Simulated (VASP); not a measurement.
# InSe (C2/m) in VASP: a series of runs

The runs below take InSe through single point, with PBEsol, PBE+D4, PBE+D3(BJ).

All numbers are computed with VASP 6.6.1; they aren't measurements. Logs are shortened: lines on timing, memory, paths and dates and some standing lists are left out, and cuts for length are marked.

## (1) The cell of the first run

Symmetry: C2/m, No. 12, monoclinic system. Conventional cell: a = 11.653 Å, b = 4.109 Å, c = 5.073 Å, α = 90.00°, β = 109.86°, γ = 90.00°. Within 3.5 Å of In (site symmetry m) lie 3 Se at 2.68 to 2.69 Å and 1 In at 2.80 Å. Se (site symmetry m) has 7 In at 2.68 to 4.18 Å and 7 Se at 3.55 to 4.11 Å within 4.2 Å.

## (2) Single point, PBEsol

Contents of INCAR:

```
ALGO = Normal
EDIFF = 1E-7
ENCUT = 520
GGA = PS
ISIF = 2
ISMEAR = -1
LASPH = True
LCHARG = False
LREAL = False
LWAVE = False
NBANDS = 27
NELM = 60
PREC = Accurate
SIGMA = 0.03
```

Contents of KPOINTS:

```
k-points
0
Gamma
  4 4 4
```

Contents of POSCAR:

```
InSe
1.0
    5.8263928781     -2.0546489550      0.0000000000
    5.8263928781      2.0546489550      0.0000000000
   -1.7232330140      0.0000000000      4.7713478577
In Se
2 2
Direct
    0.8882032500      0.8882032500      0.0468413600
    0.1117967500      0.1117967500      0.9531586400
    0.6609275900      0.6609275900      0.6689556200
    0.3390724100      0.3390724100      0.3310443800
```

Potentials or basis: VASP PAW PBE potentials, release 64 (In_d, Se).

Started as:

```console
> cat potpaw_PBE.64/In_d/POTCAR potpaw_PBE.64/Se/POTCAR > POTCAR
> mpirun -np 1 vasp_std > vasp.out
```

OUTCAR:

```text
EDIFF = 1E-7
   ENCUT = 520
   GGA = PS
   ISIF = 2
   ISMEAR = -1
   LASPH = True
   LREAL = False
   NELM = 60
   PREC = Accurate

 ion  position               nearest neighbor table
   1  0.888  0.888  0.047-   4 2.68   4 2.68   3 2.69   2 2.80   2 3.71   2 3.71
   2  0.112  0.112  0.953-   3 2.68   3 2.68   4 2.69   1 2.80   1 3.71   1 3.71
   3  0.661  0.661  0.669-   2 2.68   2 2.68   1 2.69
   4  0.339  0.339  0.331-   1 2.68   1 2.68   2 2.69

  LATTYP: Found a base centered monoclinic cell.
 ALAT       =    11.6527857562
 B/A-ratio  =     0.3526451096
 C/A-ratio  =     0.4353462338
 COS(beta)  =    -0.3396874117

  Lattice vectors:

 A1 = (   5.8263928781,  -2.0546489550,   0.0000000000)
 A2 = (   5.8263928781,   2.0546489550,   0.0000000000)
 A3 = (  -1.7232330140,   0.0000000000,   4.7713478577)

Analysis of symmetry for initial positions (statically):
=====================================================================
 Subroutine PRICEL returns:
 Original cell was already a primitive cell.

 Routine SETGRP: Setting up the symmetry group for a
 base centered monoclinic supercell.

 Subroutine GETGRP returns: Found  4 space group operations
 (whereof  4 operations were pure point group operations)
 out of a pool of  4 trial point group operations.

The static configuration has the point symmetry C_2h.

Analysis of symmetry for dynamics (positions and initial velocities):
=====================================================================
 Subroutine PRICEL returns:
 Original cell was already a primitive cell.

 Routine SETGRP: Setting up the symmetry group for a
 base centered monoclinic supercell.

 Subroutine GETGRP returns: Found  4 space group operations
 (whereof  4 operations were pure point group operations)
 out of a pool of  4 trial point group operations.

The dynamic configuration has the point symmetry C_2h.

 Subroutine INISYM returns: Found  4 space group operations
 (whereof  4 operations are pure point group operations),
 and found     1 'primitive' translations

----------------------------------------------------------------------------------------

                                     Primitive cell

  volume of cell :     114.2374

  direct lattice vectors                    reciprocal lattice vectors
     5.826392878 -2.054648955  0.000000000     0.085816389 -0.243350573  0.030993681
     5.826392878  2.054648955  0.000000000     0.085816389  0.243350573  0.030993681
    -1.723233014  0.000000000  4.771347858     0.000000000  0.000000000  0.209584384

  length of vectors
     6.178060885  6.178060885  5.072996393     0.259893367  0.259893367  0.209584384

  position of ions in fractional coordinates (direct lattice)
     0.888203250  0.888203250  0.046841360
     0.111796750  0.111796750  0.953158640
     0.660927590  0.660927590  0.668955620
     0.339072410  0.339072410  0.331044380

  ion indices of the primitive-cell ions
   primitive index   ion index
                 1           1
                 2           2
                 3           3
                 4           4

----------------------------------------------------------------------------------------

 KPOINTS: k-points

Automatic generation of k-mesh.
 Grid dimensions read from file:
 generate k-points for:    4    4    4

 Generating k-lattice:

  Cartesian coordinates                     Fractional coordinates (reciprocal lattice)
     0.021454097 -0.060837643  0.007748420     0.250000000  0.000000000  0.000000000
     0.021454097  0.060837643  0.007748420     0.000000000  0.250000000  0.000000000
     0.000000000  0.000000000  0.052396096     0.000000000  0.000000000  0.250000000

  Length of vectors
     0.064973342  0.064973342  0.052396096

  Shift w.r.t. Gamma in fractional coordinates (k-lattice)
     0.000000000  0.000000000  0.000000000

 Subroutine IBZKPT returns following result:
 ===========================================

 Found     24 irreducible k-points:

 Following reciprocal coordinates:
            Coordinates               Weight
  0.000000  0.000000  0.000000      1.000000
  0.250000  0.000000  0.000000      4.000000
  0.500000  0.000000  0.000000      2.000000
  0.250000  0.250000  0.000000      2.000000
  0.500000  0.250000 -0.000000      4.000000
 -0.250000  0.250000  0.000000      2.000000
[... 16 lines left out ...]
 -0.250000  0.250000  0.500000      2.000000
  0.500000  0.500000  0.500000      1.000000
   k-points           NKPTS =     24   k-points in BZ     NKDIM =     24   number of bands    NBANDS=     27
   number of dos      NEDOS =    301   number of ions     NIONS =      4
   total plane-waves  NPLWV =  92160
   dimension x,y,z NGX =    48 NGY =   48 NGZ =   40
   dimension x,y,z NGXF=    96 NGYF=   96 NGZF=   80
   ions per type =               2   2
   NGX,Y,Z   is equivalent  to a cutoff of  12.92, 12.92, 13.11 a.u.
   NGXF,Y,Z  is equivalent  to a cutoff of  25.83, 25.83, 26.22 a.u.
 SYSTEM =  unknown system
   PREC   = accura    normal or accurate (medium, high low for compatibility)
   ISTART =      0    job   : 0-new  1-cont  2-samecut
   ICHARG =      2    charge: 1-file 2-atom 10-const
   ISPIN  =      1    spin polarized calculation?
   LNONCOLLINEAR =      F non collinear calculations
   LSORBIT =      F    spin-orbit coupling
   LASPH  =      T    aspherical Exc in radial PAW
   ENCUT  =  520.0 eV  38.22 Ry    6.18 a.u.  11.49 11.49  9.43*2*pi/ulx,y,z
   NELM   =     60;   NELMIN=  2; NELMDL= -5     # of ELM steps
   EDIFF  = 0.1E-06   stopping-criterion for ELM
   LREAL  =      F    real-space projection
   EDIFFG = 0.1E-05   stopping-criterion for IOM
   NSW    =      0    number of steps for IOM
   IBRION =     -1    ionic relax: 0-MD 1-quasi-New 2-CG
   NFREE  =      0    steps in history (QN), initial steepest desc. (CG)
   ISIF   =      2    stress and relaxation
   ISYM   =      2    0-nonsym 1-usesym 2-fastsym
   POTIM  = 0.5000    time-step for ionic-motion
   TEBEG  =    0.0;   TEEND  =   0.0 temperature during run
   PSTRESS=    0.0 pullay stress
   NELECT =      38.0000    total number of electrons
   NUPDOWN=      -1.0000    fix difference up-down
   EMIN   =  10.00;   EMAX   =-10.00  energy-range for DOS
   EFERMI =   0.00;   METHOD = LEGACY
   ISMEAR =    -1;   SIGMA  =   0.03  broadening in eV -4-tet -1-fermi 0-gaus
   EFERMI_NEDOS =   21; number of points for ismear=-14 and -15
   IALGO  =     38    algorithm
   IMIX   =      4    mixing-type and parameters
     AMIX     =   0.40;   BMIX     =  1.00
     AMIX_MAG =   1.60;   BMIX_MAG =  1.00
  volume/ion in A,a.u.               =      28.56       192.73
  Fermi-wavevector in a.u.,A,eV,Ry     =   1.134314  2.143542 17.506177  1.286668
  Thomas-Fermi vector in A             =   2.271018
   LORBIT       =      0    0 simple, 1 ext, 2 COOP (PROOUT), +10 PAW based schemes
   GGA     = PS    functional components
   LHFCALC =     F    Hartree Fock is set to
   AEXX    =    0.0000 exact exchange contribution
   IVDW    =     0    specifies the selected vdW correction
   LEPSILON=     F    determine dielectric tensor
   LRPA    =     F    only Hartree local field effects (RPA)
 non-spin polarized calculation
  energy-cutoff  :      520.00
  volume of cell :      114.24
 maximum number of plane-waves:      3094
 NGX is ok and might be reduce to    48
   NGX = 23   NGY = 23   NGZ = 19

 number of electron      38.0000006 magnetization

 Free energy of the ion-electron system (eV)
  ---------------------------------------------------
  ext. energy  EPLUGINS =         0.00000000
  ---------------------------------------------------
  free energy    TOTEN  =       -15.49440987 eV

  energy without entropy =      -15.49440987  energy(sigma->0) =      -15.49440987

 E-fermi :   4.3078     XC(G=0):  -9.2693

 val. band max:        3.7475467791   @ k =   0.5000   0.5000   0.0000
 cond. band min:       4.8623553120   @ k =   0.0000   0.0000   0.5000
 fundamental gap:      1.1148085329
 Fermi energy:         4.3077862571

 k-point     1 :       0.0000    0.0000    0.0000
  band No.  band energies     occupation
      1     -10.6391      2.00000
      2     -10.5227      2.00000
      3     -10.3338      2.00000
      4     -10.3037      2.00000
      5     -10.2653      2.00000
      6     -10.2617      2.00000
[... 19 lines left out ...]
     26      10.5005      0.00000
     27      11.9899      0.00000

 k-point     2 :       0.2500    0.0000    0.0000
  band No.  band energies     occupation
      1     -10.6305      2.00000
      2     -10.5203      2.00000
      3     -10.4729      2.00000
      4     -10.3092      2.00000
      5     -10.2708      2.00000
      6     -10.2441      2.00000
[... 19 lines left out ...]
     26      10.7268      0.00000
     27      11.6670      0.00000

 k-point     3 :       0.5000    0.0000    0.0000
  band No.  band energies     occupation
      1     -10.6481      2.00000
      2     -10.5523      2.00000
      3     -10.4867      2.00000
      4     -10.3519      2.00000
      5     -10.2696      2.00000
      6     -10.2552      2.00000
[... 19 lines left out ...]
     26      10.5139      0.00000
     27      12.2273      0.00000

 k-point     4 :       0.2500    0.2500    0.0000
  band No.  band energies     occupation
      1     -10.6216      2.00000
      2     -10.5133      2.00000
      3     -10.3676      2.00000
      4     -10.3098      2.00000
      5     -10.2777      2.00000
      6     -10.2750      2.00000
[... 19 lines left out ...]
     26      10.4470      0.00000
     27      12.0727      0.00000

 k-point     5 :       0.5000    0.2500   -0.0000
  band No.  band energies     occupation
      1     -10.6332      2.00000
      2     -10.5005      2.00000
      3     -10.4227      2.00000
      4     -10.3623      2.00000
      5     -10.3094      2.00000
      6     -10.2440      2.00000
[... 19 lines left out ...]
     26      10.1231      0.00000
     27      10.5196      0.00000

 k-point     6 :      -0.2500    0.2500    0.0000
  band No.  band energies     occupation
      1     -10.6326      2.00000
      2     -10.5732      2.00000
      3     -10.4981      2.00000
      4     -10.3282      2.00000
      5     -10.2753      2.00000
      6     -10.2454      2.00000
[... 444 lines left out ...]
      1     -10.6305      2.00000
      2     -10.5150      2.00000
      3     -10.3694      2.00000
      4     -10.3057      2.00000
      5     -10.2823      2.00000
      6     -10.2813      2.00000
[... 19 lines left out ...]
     26      10.4403      0.00000
     27      11.5598      0.00000

 k-point    22 :       0.5000    0.2500    0.5000
  band No.  band energies     occupation
      1     -10.6400      2.00000
      2     -10.5051      2.00000
      3     -10.4563      2.00000
      4     -10.3594      2.00000
      5     -10.3092      2.00000
      6     -10.2394      2.00000
[... 19 lines left out ...]
     26      10.1286      0.00000
     27      11.9377      0.00000

 k-point    23 :      -0.2500    0.2500    0.5000
  band No.  band energies     occupation
      1     -10.6321      2.00000
      2     -10.6180      2.00000
      3     -10.4974      2.00000
      4     -10.3360      2.00000
      5     -10.2703      2.00000
      6     -10.2364      2.00000
[... 19 lines left out ...]
     26      11.4985      0.00000
     27      11.8402      0.00000

 k-point    24 :       0.5000    0.5000    0.5000
  band No.  band energies     occupation
      1     -10.6108      2.00000
      2     -10.4848      2.00000
      3     -10.3984      2.00000
      4     -10.3678      2.00000
      5     -10.2924      2.00000
      6     -10.2703      2.00000
[... 19 lines left out ...]
     26      10.7550      0.00000
     27      11.4793      0.00000

------------------------ aborting loop because EDIFF is reached ----------------------------------------

  FORCE on cell =-STRESS in cart. coord.  units (eV):
  Direction    XX          YY          ZZ          XY          YZ          ZX
  --------------------------------------------------------------------------------------
  -------------------------------------------------------------------------------------
  Total       -1.0467997     -0.5388723     -0.7115973      0.0000000      0.0000000      0.0039986
  in kB      -14.6813400     -7.5576714     -9.9801344      0.0000000      0.0000000      0.0560796
  external PRESSURE =     -10.7397153 kB  Pullay stress =       0.0000000 kB

 VOLUME and BASIS-vectors are now :
 -----------------------------------------------------------------------------
  energy-cutoff  :      520.00
  volume of cell :      114.24
      direct lattice vectors                 reciprocal lattice vectors
     5.826392878 -2.054648955  0.000000000     0.085816389 -0.243350573  0.030993681
     5.826392878  2.054648955  0.000000000     0.085816389  0.243350573  0.030993681
    -1.723233014  0.000000000  4.771347858     0.000000000  0.000000000  0.209584384

 POSITION                                       TOTAL-FORCE (eV/Angst)
 -----------------------------------------------------------------------------------
     10.26932      0.00000      0.22350        -0.026308      0.000000     -0.015824
     -0.33977      0.00000      4.54785         0.026308      0.000000      0.015824
      6.54888      0.00000      3.19182         0.017738      0.000000     -0.089842
      3.38067      0.00000      1.57953        -0.017738      0.000000      0.089842
 -----------------------------------------------------------------------------------
    total drift:                               -0.000000     -0.000000      0.000000

  FREE ENERGIE OF THE ION-ELECTRON SYSTEM (eV)
  ---------------------------------------------------
  free  energy   TOTEN  =       -15.4944098732 eV

  energy  without entropy=      -15.4944098729  energy(sigma->0) =      -15.49440987
```

Run time: 3.2 min. Hardware: 1 thread of Intel Xeon 8259CL, shared host; peak memory 0.31 GiB.

What came out:

```yaml
Free_energy: -15.4944 eV
Pressure: -1.1 GPa
Largest_force: 0.092 eV/Å
Band_gap_on_the_k_mesh: 1.11 eV (least direct gap 1.44 eV)
```

Forces on the atoms (eV/Å):
```
In  -0.026  0.000 -0.016
In   0.026  0.000  0.016
Se   0.018  0.000 -0.090
Se  -0.018  0.000  0.090
```

Levels at points of the mesh, in eV from the valence-band top:
| k point | band 15 | band 16 | band 17 | band 18 | band 19 | band 20 | band 21 | band 22 | band 23 | band 24 |
| --- | --- | --- | --- | --- | --- | --- | --- | --- | --- | --- |
| (0.00, 0.00, 0.00) | -3.66 | -2.20 | -1.92 | -1.30 | -1.08 | 2.71 | 3.00 | 3.62 | 4.86 | 5.48 |
| (0.50, 0.00, 0.00) | -2.41 | -2.12 | -1.74 | -1.50 | -1.13 | 1.65 | 2.44 | 3.68 | 3.69 | 4.42 |
| (0.50, 0.50, 0.00) | -2.32 | -2.30 | -1.13 | -0.63 | 0.00 | 1.51 | 2.63 | 3.39 | 4.00 | 5.66 |
| (0.00, 0.00, 0.50) | -2.13 | -1.71 | -1.40 | -1.00 | -0.33 | 1.11 | 2.09 | 3.57 | 3.93 | 6.35 |
| (0.50, 0.00, 0.50) | -3.28 | -2.91 | -2.10 | -2.05 | -1.24 | 2.49 | 3.42 | 3.69 | 4.73 | 6.14 |
| (0.50, 0.50, 0.50) | -2.28 | -1.61 | -1.23 | -0.67 | -0.43 | 2.18 | 3.01 | 3.44 | 4.76 | 5.64 |

Caveat: the PAW data sets were made with another functional, which shifts forces and pressure a little; spin-orbit coupling is left out, which moves the levels of the heavy elements.

## (3) Single point, PBE+D4

This run uses another cell than the first one, of 25.87 Å³/atom.

Contents of INCAR:

```
SYSTEM = InSe
  PREC = Accurate
  ENCUT = 520
  EDIFF = 1E-6
  ISMEAR = -1
  SIGMA = 0.05
  LREAL = .FALSE.
  LASPH = .TRUE.
  NELM = 60
  ALGO = Normal
  ISIF = 2
  LWAVE = .FALSE.
  LCHARG = .FALSE.
  GGA = PE
  IVDW = 13
  NBANDS = 27
```

Contents of KPOINTS:

```
Automatic mesh
0
G
  7 7 6
  0 0 0
```

Contents of POSCAR:

```
InSe
1.0
    5.9411626572     -2.0688498007      0.1049754860
    5.9411626572      2.0688498007      0.1049754860
   -1.6712112067      0.0000000000      4.1792257380
In Se
2 2
Direct
    0.8849860754      0.8849860754      0.0203187860
    0.1150139246      0.1150139246      0.9796812140
    0.6530477582      0.6530477582      0.6335705627
    0.3469522418      0.3469522418      0.3664294373
```

Potentials or basis: VASP PAW PBE potentials, release 64 (In_d, Se).

Started as:

```console
> cat potpaw_PBE.64/In_d/POTCAR potpaw_PBE.64/Se/POTCAR > POTCAR
> mpirun -np 1 vasp_std > vasp.out
```

It took 5.2 min on 1 thread of AMD EPYC 7R13 (Zen 3), shared host; peak memory 0.38 GiB.

Results (log left out):

* Free energy: -15.4692 eV
* Pressure: 0.1 GPa
* Largest force: 0.012 eV/Å
* Band gap on the k mesh: 0.64 eV (least direct gap 1.08 eV)
* Dispersion energy per atom: -0.371 eV

Forces in eV/Å, atoms in the order of the input:
```
In   0.012  0.000 -0.002
In  -0.012  0.000  0.002
Se   0.001  0.000 -0.009
Se  -0.001  0.000  0.009
```

Levels at points of the mesh, in eV from the valence-band top:
| k point | band 17 | band 18 | band 19 | band 20 | band 21 | band 22 |
| --- | --- | --- | --- | --- | --- | --- |
| (0.00, 0.00, 0.00) | -2.43 | -1.89 | -1.61 | 2.43 | 3.52 | 4.04 |
| (0.00, 0.00, 0.50) | -1.80 | -1.29 | -0.25 | 0.83 | 2.40 | 3.28 |

Caveat: spin-orbit coupling is left out, which moves the levels of the heavy elements; an odd mesh through Γ misses points on the zone boundary, where band edges can lie.

(Part 1 of 2 ends here.)
